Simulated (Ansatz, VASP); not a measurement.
## One calculation of LiNbO3, two programs

```xyz
10
Lattice="2.4897 1.4374 4.6751 -2.4897 1.4374 4.6751 0.0000 -2.8748 4.6751" Properties=species:S:1:pos:R:3 pbc="T T T"
Li    0.0000    0.0000    3.5063
Li    0.0000    0.0000   10.5190
Nb    0.0000    0.0000    0.0000
Nb    0.0000    0.0000    7.0126
O    -0.5958   -1.4374    5.8439
O     1.5427    0.2027    5.8439
O    -0.9469    1.2347    5.8439
O     0.5958    1.4374    8.1814
O    -1.5427   -0.2027    8.1814
O     0.9469   -1.2347    8.1814
```

Alike in both runs: task single point; functional PBE; k mesh 6 × 6 × 6; occupations gaussian, width 0.05 eV; no spin polarisation.

|  | VASP | Ansatz |
| --- | --- | --- |
| version | VASP 6.6.1 | Ansatz 0.2.0 |
| potentials or method | VASP PAW PBE potentials, release 64 (Li_sv, Nb_sv, O), cutoff 520 eV | scalar-relativistic, plane waves, PAW |
| valence electrons in the cell | 68 | 68 |

|  | VASP | Ansatz | Ansatz less VASP |
| --- | --- | --- | --- |
| gap on the k mesh at the Fermi level (eV) | 2.64 | 2.66 | +0.022 |
| least direct gap on the mesh (eV) | 2.81 | 2.82 | +0.016 |
| rms of the force components (eV/Å) | 0.305 | 0.321 | +0.0158 |

Atom by atom the forces differ by 0.016 eV/Å (rms over components).

Noted on VASP's run: the cutoff is short for stress, so the pressure is rough.
